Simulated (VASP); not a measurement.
# CaO in VASP: a series of runs

CaO is run at these levels: LDA; tasks: single point, relaxation of the atoms.

All numbers are computed with VASP 6.6.1; they aren't measurements. Logs are shortened: lines on timing, memory, paths and dates and some standing lists are left out, and cuts for length are marked.

## 1. The cell of the first run

Symmetry: R-3m, No. 166, trigonal system. Conventional cell: a = 3.321 Å, b = 3.321 Å, c = 8.195 Å, α = 90.00°, β = 90.00°, γ = 120.00°. Within 3.1 Å of Ca (site symmetry -3m) lie 6 O at 2.35 Å. Within 3.1 Å of O (site symmetry -3m) lie 6 Ca at 2.35 Å.

## 2. Single point, LDA (equal xy, yz and zx engineering shears of +0.5 %)

Input file INCAR:

```
SYSTEM = CaO
  PREC = Accurate
  ENCUT = 520
  EDIFF = 1E-6
  ISMEAR = 0
  SIGMA = 0.01
  LREAL = .False.
  LASPH = .True.
  NELM = 80
  ALGO = Normal
  ISIF = 2
  LWAVE = .False.
  LCHARG = .False.
  NBANDS = 15
```

Input file KPOINTS:

```
Automatic mesh
0
Gamma
  8 8 8
  0 0 0
```

Input file POSCAR:

```
CaO
1.0
    0.0117697490      2.3598346854      2.3598346854
    2.3598346854      0.0117697490      2.3598346854
    2.3598346854      2.3598346854      0.0117697490
Ca O
1 1
Direct
    0.0000000000      0.0000000000      0.0000000000
    0.5000000000      0.5000000000      0.5000000000
```

Potentials or basis: VASP PAW LDA potentials, release 64 (Ca_sv, O).

Started as:

```bash
> cat potpaw_LDA.64/Ca_sv/POTCAR potpaw_LDA.64/O/POTCAR > POTCAR
> mpirun -np 1 vasp_std > vasp.out
```

OUTCAR:

```text
SYSTEM = CaO
   PREC = Accurate
   ENCUT = 520
   EDIFF = 1E-6
   ISMEAR = 0
   LREAL = .False.
   LASPH = .True.
   NELM = 80
   ISIF = 2

 ion  position               nearest neighbor table
   1  0.000  0.000  0.000-   2 2.35   2 2.35   2 2.35   2 2.35   2 2.35   2 2.35
   2  0.500  0.500  0.500-   1 2.35   1 2.35   1 2.35   1 2.35   1 2.35   1 2.35

  LATTYP: Found a trigonal (rhomboedric) cell.
 ALAT       =     3.3373309713
 COS(alpha) =     0.5049812503

  Lattice vectors:

 A1 = (   0.0117697490,   2.3598346854,   2.3598346854)
 A2 = (   2.3598346854,   0.0117697490,   2.3598346854)
 A3 = (   2.3598346854,   2.3598346854,   0.0117697490)

Analysis of symmetry for initial positions (statically):
=====================================================================
 Subroutine PRICEL returns:
 Original cell was already a primitive cell.

 Routine SETGRP: Setting up the symmetry group for a
 trigonal (rhombohedral) supercell.

 Subroutine GETGRP returns: Found 12 space group operations
 (whereof 12 operations were pure point group operations)
 out of a pool of 12 trial point group operations.

The static configuration has the point symmetry D_3d.

Analysis of symmetry for dynamics (positions and initial velocities):
=====================================================================
 Subroutine PRICEL returns:
 Original cell was already a primitive cell.

 Routine SETGRP: Setting up the symmetry group for a
 trigonal (rhombohedral) supercell.

 Subroutine GETGRP returns: Found 12 space group operations
 (whereof 12 operations were pure point group operations)
 out of a pool of 12 trial point group operations.

The dynamic configuration has the point symmetry D_3d.

 Subroutine INISYM returns: Found 12 space group operations
 (whereof 12 operations are pure point group operations),
 and found     1 'primitive' translations

----------------------------------------------------------------------------------------

                                     Primitive cell

  volume of cell :      26.0864

  direct lattice vectors                    reciprocal lattice vectors
     0.011769749  2.359834685  2.359834685    -0.213471005  0.212411595  0.212411595
     2.359834685  0.011769749  2.359834685     0.212411595 -0.213471005  0.212411595
     2.359834685  2.359834685  0.011769749     0.212411595  0.212411595 -0.213471005

  length of vectors
     3.337330971  3.337330971  3.337330971     0.368520341  0.368520341  0.368520341

  position of ions in fractional coordinates (direct lattice)
     0.000000000  0.000000000  0.000000000
     0.500000000  0.500000000  0.500000000

  ion indices of the primitive-cell ions
   primitive index   ion index
                 1           1
                 2           2

----------------------------------------------------------------------------------------

 KPOINTS: Automatic mesh

Automatic generation of k-mesh.
 Grid dimensions read from file:
 generate k-points for:    8    8    8

 Generating k-lattice:

  Cartesian coordinates                     Fractional coordinates (reciprocal lattice)
    -0.026683876  0.026551449  0.026551449     0.125000000  0.000000000 -0.000000000
     0.026551449 -0.026683876  0.026551449     0.000000000  0.125000000 -0.000000000
     0.026551449  0.026551449 -0.026683876     0.000000000  0.000000000  0.125000000

  Length of vectors
     0.046065043  0.046065043  0.046065043

  Shift w.r.t. Gamma in fractional coordinates (k-lattice)
     0.000000000  0.000000000  0.000000000

 Subroutine IBZKPT returns following result:
 ===========================================

 Found     65 irreducible k-points:

 Following reciprocal coordinates:
            Coordinates               Weight
  0.000000  0.000000  0.000000      1.000000
  0.125000  0.000000  0.000000      6.000000
  0.250000  0.000000  0.000000      6.000000
  0.375000  0.000000  0.000000      6.000000
  0.500000  0.000000  0.000000      3.000000
  0.125000  0.125000 -0.000000      6.000000
[... 16 lines left out ...]
  0.250000  0.125000  0.125000      6.000000
  0.375000  0.125000  0.125000      6.000000
 [... further k-points ...]
   k-points           NKPTS =     65   k-points in BZ     NKDIM =     65   number of bands    NBANDS=     15
   number of dos      NEDOS =    301   number of ions     NIONS =      2
   total plane-waves  NPLWV =  21952
   dimension x,y,z NGX =    28 NGY =   28 NGZ =   28
   dimension x,y,z NGXF=    56 NGYF=   56 NGZF=   56
   ions per type =               1   1
   NGX,Y,Z   is equivalent  to a cutoff of  13.95, 13.95, 13.95 a.u.
   NGXF,Y,Z  is equivalent  to a cutoff of  27.90, 27.90, 27.90 a.u.
 SYSTEM =  CaO
   PREC   = accura    normal or accurate (medium, high low for compatibility)
   ISTART =      0    job   : 0-new  1-cont  2-samecut
   ICHARG =      2    charge: 1-file 2-atom 10-const
   ISPIN  =      1    spin polarized calculation?
   LNONCOLLINEAR =      F non collinear calculations
   LSORBIT =      F    spin-orbit coupling
   LASPH  =      T    aspherical Exc in radial PAW
   ENCUT  =  520.0 eV  38.22 Ry    6.18 a.u.   6.21  6.21  6.21*2*pi/ulx,y,z
   NELM   =     80;   NELMIN=  2; NELMDL= -5     # of ELM steps
   EDIFF  = 0.1E-05   stopping-criterion for ELM
   LREAL  =      F    real-space projection
   EDIFFG = 0.1E-04   stopping-criterion for IOM
   NSW    =      0    number of steps for IOM
   IBRION =     -1    ionic relax: 0-MD 1-quasi-New 2-CG
   NFREE  =      0    steps in history (QN), initial steepest desc. (CG)
   ISIF   =      2    stress and relaxation
   ISYM   =      2    0-nonsym 1-usesym 2-fastsym
   POTIM  = 0.5000    time-step for ionic-motion
   TEBEG  =    0.0;   TEEND  =   0.0 temperature during run
   PSTRESS=    0.0 pullay stress
   NELECT =      16.0000    total number of electrons
   NUPDOWN=      -1.0000    fix difference up-down
   EMIN   =  10.00;   EMAX   =-10.00  energy-range for DOS
   EFERMI =   0.00;   METHOD = LEGACY
   ISMEAR =     0;   SIGMA  =   0.01  broadening in eV -4-tet -1-fermi 0-gaus
   EFERMI_NEDOS =   21; number of points for ismear=-14 and -15
   IALGO  =     38    algorithm
   IMIX   =      4    mixing-type and parameters
     AMIX     =   0.40;   BMIX     =  1.00
     AMIX_MAG =   1.60;   BMIX_MAG =  1.00
  volume/ion in A,a.u.               =      13.04        88.02
  Fermi-wavevector in a.u.,A,eV,Ry     =   1.390946  2.628507 26.323618  1.934731
  Thomas-Fermi vector in A             =   2.514832
   LORBIT       =      0    0 simple, 1 ext, 2 COOP (PROOUT), +10 PAW based schemes
   GGA     = CA    functional components
   LHFCALC =     F    Hartree Fock is set to
   AEXX    =    0.0000 exact exchange contribution
   IVDW    =     0    specifies the selected vdW correction
   LEPSILON=     F    determine dielectric tensor
   LRPA    =     F    only Hartree local field effects (RPA)
 non-spin polarized calculation
 Gauss-broadening in eV      SIGMA  =   0.01
  energy-cutoff  :      520.00
  volume of cell :       26.09
 maximum number of plane-waves:       725
 NGX is ok and might be reduce to    28
   NGX = 13   NGY = 13   NGZ = 13

 number of electron      15.9999999 magnetization

 Free energy of the ion-electron system (eV)
  ---------------------------------------------------
  ext. energy  EPLUGINS =         0.00000000
  ---------------------------------------------------
  free energy    TOTEN  =       -14.21986443 eV

  energy without entropy =      -14.21986443  energy(sigma->0) =      -14.21986443

 E-fermi :   2.6048     XC(G=0): -11.3379

 val. band max:        2.3955261664   @ k =   0.0000   0.0000   0.0000
 cond. band min:       5.8052257849   @ k =   0.5000   0.5000  -0.0000
 fundamental gap:      3.4096996185
 Fermi energy:         2.6048419489

 k-point     1 :       0.0000    0.0000    0.0000
  band No.  band energies     occupation
      1     -34.4376      2.00000
      2     -15.4323      2.00000
      3     -15.4288      2.00000
      4     -15.4288      2.00000
      5     -12.9440      2.00000
      6       2.3701      2.00000
      7       2.3955      2.00000
      8       2.3955      2.00000
      9       7.4678      0.00000
     10       8.5806      0.00000
     11       8.6616      0.00000
     12       8.6616      0.00000
     13      10.3108      0.00000
     14      10.3108      0.00000
     15      17.5654      0.00000

 k-point     2 :       0.1250    0.0000    0.0000
  band No.  band energies     occupation
      1     -34.4161      2.00000
      2     -15.7337      2.00000
      3     -15.4414      2.00000
      4     -15.4393      2.00000
      5     -12.6323      2.00000
      6       1.8203      2.00000
      7       2.1276      2.00000
      8       2.1534      2.00000
      9       8.1577      0.00000
     10       8.6175      0.00000
     11       8.8858      0.00000
     12       8.9562      0.00000
     13      10.7278      0.00000
     14      10.7282      0.00000
     15      18.2644      0.00000

 k-point     3 :       0.2500    0.0000    0.0000
  band No.  band energies     occupation
      1     -34.3639      2.00000
      2     -16.2969      2.00000
      3     -15.4643      2.00000
      4     -15.4642      2.00000
      5     -12.0498      2.00000
      6       0.7364      2.00000
      7       1.6086      2.00000
      8       1.6412      2.00000
      9       8.6947      0.00000
     10       9.6178      0.00000
     11       9.6995      0.00000
     12       9.7337      0.00000
     13      11.7227      0.00000
     14      11.7248      0.00000
     15      18.8688      0.00000
[... 343 lines left out ...]
 k-point    23 :       0.2500    0.1250    0.1250
  band No.  band energies     occupation
      1     -34.3855      2.00000
      2     -16.0363      2.00000
      3     -15.5228      2.00000
      4     -15.4322      2.00000
      5     -12.2905      2.00000
      6       1.1091      2.00000
      7       1.7388      2.00000
      8       2.0868      2.00000
      9       8.4007      0.00000
     10       8.9103      0.00000
     11       9.1608      0.00000
     12       9.7818      0.00000
     13      11.0935      0.00000
     14      11.5914      0.00000
     15      18.9614      0.00000

 k-point    24 :       0.3750    0.1250    0.1250
  band No.  band energies     occupation
      1     -34.3333      2.00000
      2     -16.4506      2.00000
      3     -15.5940      2.00000
      4     -15.4576      2.00000
      5     -11.8608      2.00000
      6       0.3367      2.00000
      7       1.3106      2.00000
      8       1.6510      2.00000
      9       8.6370      0.00000
     10       9.8699      0.00000
     11       9.9435      0.00000
     12      10.6879      0.00000
     13      12.1811      0.00000
     14      12.6013      0.00000
     15      18.7437      0.00000

 [... further k-points ...]

------------------------ aborting loop because EDIFF is reached ----------------------------------------

  FORCE on cell =-STRESS in cart. coord.  units (eV):
  Direction    XX          YY          ZZ          XY          YZ          ZX
  --------------------------------------------------------------------------------------
  -------------------------------------------------------------------------------------
  Total        0.1608226      0.1608226      0.1608226     -0.0652111     -0.0652111     -0.0652111
  in kB        9.8774341      9.8774341      9.8774341     -4.0051512     -4.0051512     -4.0051512
  external PRESSURE =       9.8774341 kB  Pullay stress =       0.0000000 kB

 VOLUME and BASIS-vectors are now :
 -----------------------------------------------------------------------------
  energy-cutoff  :      520.00
  volume of cell :       26.09
      direct lattice vectors                 reciprocal lattice vectors
     0.011769749  2.359834685  2.359834685    -0.213471005  0.212411595  0.212411595
     2.359834685  0.011769749  2.359834685     0.212411595 -0.213471005  0.212411595
     2.359834685  2.359834685  0.011769749     0.212411595  0.212411595 -0.213471005

 POSITION                                       TOTAL-FORCE (eV/Angst)
 -----------------------------------------------------------------------------------
      0.00000      0.00000      0.00000         0.000000     -0.000000      0.000000
      2.36572      2.36572      2.36572        -0.000000      0.000000     -0.000000
 -----------------------------------------------------------------------------------
    total drift:                                0.000000      0.000000      0.000000

  FREE ENERGIE OF THE ION-ELECTRON SYSTEM (eV)
  ---------------------------------------------------
  free  energy   TOTEN  =       -14.2198644300 eV

  energy  without entropy=      -14.2198644300  energy(sigma->0) =      -14.21986443
```

Wall time 12 s (1 thread of Intel Xeon 6975P-C (Granite Rapids), shared host); peak memory 0.15 GiB.

Results:

* Free energy: -14.2199 eV
* Pressure: 1.0 GPa
* Band gap on the k mesh: 3.41 eV, indirect (least direct gap 3.76 eV)

Levels at points of the mesh, in eV from the valence-band top:
```
           k point  band 5  band 6  band 7  band 8  band 9  band 10  band 11  band 12
(0.00, 0.00, 0.00)  -15.34   -0.03    0.00    0.00    5.07     6.19     6.27     6.27
(0.50, 0.00, 0.00)  -13.80   -2.87   -1.40   -1.36    7.24     8.61     8.68     8.78
(0.50, 0.50, 0.00)  -15.10   -1.28   -0.38   -0.35    3.41     8.48     9.22     9.95
(0.50, 0.50, 0.50)  -13.79   -2.87   -1.34   -1.34    7.22     8.60     8.60     8.79
```

Caveat: the cell differs from its parent crystal (equal xy, yz and zx engineering shears of +0.5 %). A k mesh can miss the band edges.

## 3. Single point, LDA (atom 1 moved by [0.01, 0.01, 0.01] A)

Input file INCAR:

```
PREC = Accurate
ENCUT = 520
EDIFF = 1E-6
ISMEAR = 0
SIGMA = 0.01
LREAL = F
LASPH = T
NELM = 80
ALGO = Normal
ISIF = 2
LWAVE = F
LCHARG = F
NBANDS = 15
```

Input file KPOINTS:

```
Automatic mesh
0
Gamma
  8 8 8
```

Input file POSCAR:

```
CaO
1.0
    0.0000000000      2.3539498109      2.3539498109
    2.3539498109      0.0000000000      2.3539498109
    2.3539498109      2.3539498109      0.0000000000
Ca O
1 1
Direct
    0.0021240895      0.0021240895      0.0021240895
    0.5000000000      0.5000000000      0.5000000000
```

Potentials or basis: VASP PAW LDA potentials, release 64 (Ca_sv, O).

Started as:

```bash
> cat potpaw_LDA.64/Ca_sv/POTCAR potpaw_LDA.64/O/POTCAR > POTCAR
> mpirun -np 1 vasp_std > vasp.out
```

Wall time 12 s (1 thread of Intel Xeon 6975P-C (Granite Rapids), shared host); peak memory 0.15 GiB.

The run converged. Its results:

- Free energy: -14.2198 eV
- Pressure: 1.0 GPa
- Largest force: 0.065 eV/Å
- Band gap on the k mesh: 3.42 eV, indirect (least direct gap 3.78 eV)

Forces in eV/Å, atoms in the order of the input:
```
Ca  -0.037 -0.037 -0.037
O    0.037  0.037  0.037
```

Levels at points of the mesh, in eV from the valence-band top:
| k point | band 6 | band 7 | band 8 | band 9 | band 10 | band 11 |
| --- | --- | --- | --- | --- | --- | --- |
| (0.00, 0.00, 0.00) | 0.00 | 0.00 | 0.00 | 5.08 | 6.25 | 6.25 |
| (0.50, 0.00, 0.00) | -2.86 | -1.36 | -1.36 | 7.24 | 8.63 | 8.64 |
| (0.50, 0.50, 0.50) | -2.86 | -1.36 | -1.36 | 7.24 | 8.64 | 8.64 |
| (0.50, 0.50, 0.00) | -1.27 | -0.36 | -0.36 | 3.42 | 8.49 | 9.23 |

Caveat: the cell differs from its parent crystal (atom 1 moved by [0.01, 0.01, 0.01] A).

## 4. Single point, LDA (atom 1 moved by [-0.01, -0.01, -0.01] A)

Input file INCAR:

```
ALGO = Normal
EDIFF = 1E-7
ENCUT = 520
GGA = CA
ISIF = 2
ISMEAR = 0
LASPH = True
LCHARG = False
LREAL = False
LWAVE = False
NBANDS = 15
NELM = 60
PREC = Accurate
SIGMA = 0.01
```

Input file KPOINTS:

```
k-points
0
Gamma
  8 8 8
```

POSCAR, as its differences from that of step 3:

```diff
@@ -8,3 +8,3 @@
 Direct
-    0.0021240895      0.0021240895      0.0021240895
+   -0.0021240895     -0.0021240895     -0.0021240895
     0.5000000000      0.5000000000      0.5000000000
```

Started as:

```bash
> cat potpaw_LDA.64/Ca_sv/POTCAR potpaw_LDA.64/O/POTCAR > POTCAR
> mpirun -np 1 vasp_std > vasp.out
```

Wall time 12 s (1 thread of Intel Xeon 6975P-C (Granite Rapids), shared host); peak memory 0.15 GiB.

The run converged. Its results:

| Quantity | Value |
| --- | --- |
| Free energy | -14.2198 eV |
| Pressure | 1.0 GPa |
| Largest force | 0.065 eV/Å |
| Band gap on the k mesh | 3.42 eV, indirect (least direct gap 3.78 eV) |

Forces in eV/Å, atoms in the order of the input:
```
Ca   0.037  0.037  0.037
O   -0.037 -0.037 -0.037
```

Levels at points of the mesh, in eV from the valence-band top:
```tsv
k point	band 6	band 7	band 8	band 9	band 10	band 11
(0.00, 0.00, 0.00)	0.00	0.00	0.00	5.08	6.25	6.25
(0.50, 0.00, 0.00)	-2.86	-1.36	-1.36	7.24	8.63	8.64
(0.50, 0.50, 0.50)	-2.86	-1.36	-1.36	7.24	8.64	8.64
(0.50, 0.50, 0.00)	-1.27	-0.36	-0.36	3.42	8.49	9.23
```

Caveat: the cell differs from its parent crystal (atom 1 moved by [-0.01, -0.01, -0.01] A). A k mesh can miss the band edges.

## 5. Relaxation of the atoms, LDA (equal xy, yz and zx engineering shears of -0.5 %)

Input file INCAR:

```
  PREC = Accurate
  ENCUT = 520
  EDIFF = 1E-7
  ISMEAR = 0
  SIGMA = 0.01
  LREAL = F
  LASPH = T
  NELM = 100
  ALGO = Normal
  ISIF = 2
  LWAVE = F
  LCHARG = F
  GGA = CA
  IBRION = 2
  NSW = 50
  EDIFFG = -0.002
```

Input file KPOINTS:

```
Automatic mesh
0
Gamma
  8 8 8
```

Input file POSCAR:

```
CaO
1.0
   -0.0117697490      2.3480649364      2.3480649364
    2.3480649364     -0.0117697490      2.3480649364
    2.3480649364      2.3480649364     -0.0117697490
Ca O
1 1
Direct
    0.0000000000      0.0000000000      0.0000000000
    0.5000000000      0.5000000000      0.5000000000
```

Started as:

```bash
> cat potpaw_LDA.64/Ca_sv/POTCAR potpaw_LDA.64/O/POTCAR > POTCAR
> mpirun -np 1 vasp_std > vasp.out
```

Wall time 10 s (1 thread of Intel Xeon 6975P-C (Granite Rapids), shared host); peak memory 0.16 GiB.

The run converged. Its results:

```
Free energy             : -14.2199 eV
Pressure after relaxing : 1.0 GPa
Band gap on the k mesh  : 3.40 eV, indirect (least direct gap 3.76 eV)
```

Stress tensor (GPa, compression positive):
```
0.98 0.39 0.39
0.39 0.98 0.39
0.39 0.39 0.98
```

Final structure:
```xyz
2
Lattice="-0.0118 2.3481 2.3481 2.3481 -0.0118 2.3481 2.3481 2.3481 -0.0118" Properties=species:S:1:pos:R:3 pbc="T T T"
Ca    0.0000    0.0000    0.0000
O     2.3422    2.3422    2.3422
```

Levels at points of the mesh, in eV from the valence-band top:
| k point | band 5 | band 6 | band 7 | band 8 | band 9 | band 10 | band 11 | band 12 |
| --- | --- | --- | --- | --- | --- | --- | --- | --- |
| (0.00, 0.00, 0.00) | -15.35 | -0.03 | -0.03 | 0.00 | 5.06 | 6.20 | 6.20 | 6.29 |
| (0.50, 0.00, 0.00) | -13.80 | -2.88 | -1.39 | -1.35 | 7.22 | 8.58 | 8.65 | 8.77 |
| (0.50, 0.50, 0.00) | -15.10 | -1.29 | -0.39 | -0.36 | 3.40 | 8.47 | 9.21 | 9.94 |
| (0.50, 0.50, 0.50) | -13.81 | -2.88 | -1.41 | -1.41 | 7.24 | 8.66 | 8.66 | 8.77 |

Caveat: the cell differs from its parent crystal (equal xy, yz and zx engineering shears of -0.5 %); the relaxation stopped at its first step, so nothing moved.

## 6. The runs side by side

```tsv
task	cell	gap on the mesh (eV)	pressure (GPa)
single point	a = 3.337 Å, angles 59.7°, 2 atoms	3.41	1.0
single point	a = 3.329 Å, angles 60.0°, 2 atoms	3.42	1.0
relaxation of the atoms	atoms relaxed from a = 3.321 Å, angles 60.3°, 2 atoms	3.40	1.0
```

Alike in all rows: level LDA; potentials or basis VASP PAW LDA potentials, release 64 (Ca_sv, O); no spin polarisation; k mesh 8 × 8 × 8; cutoff (eV) 520; smearing gaussian 0.01 eV.

Caveats: the relaxation stopped at its first step, so nothing moved (some runs).

Absolute energies hang on the potentials; compare differences alone.
